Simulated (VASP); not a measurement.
A run of VASP 6.6.1 is set up as follows.

The input INCAR:

```
ALGO = Fast
EDIFF = 1E-6
ENCUT = 520
GGA = CA
ISIF = 2
ISMEAR = 0
ISPIN = 2
LASPH = True
LCHARG = False
LMAXMIX = 4
LORBIT = 11
LREAL = False
LWAVE = False
MAGMOM = 0.75
NBANDS = 16
NELM = 150
NUPDOWN = 0.75
PREC = Accurate
SIGMA = 0.15
```

Contents of KPOINTS:

```
k-points
0
Gamma
  22 22 22
```

File POSCAR:

```
Ti
1.0
    0.0000000000      1.9596931354      1.9596931354
    1.9596931354      0.0000000000      1.9596931354
    1.9596931354      1.9596931354      0.0000000000
Ti
1
Direct
    0.0000000000      0.0000000000      0.0000000000
```

Potentials or basis: VASP PAW LDA potentials, release 64 (Ti_sv).

Launch:

```sh
$ cat potpaw_LDA.64/Ti_sv/POTCAR > POTCAR
$ mpirun -np 1 vasp_std > vasp.out
```

(1) What does it give for the pressure?

Answers

(1) 10.8 GPa.

Caveat: the cell stands under pressure; the total moment is fixed, so each spin has its own Fermi level and the state may be an excited one.
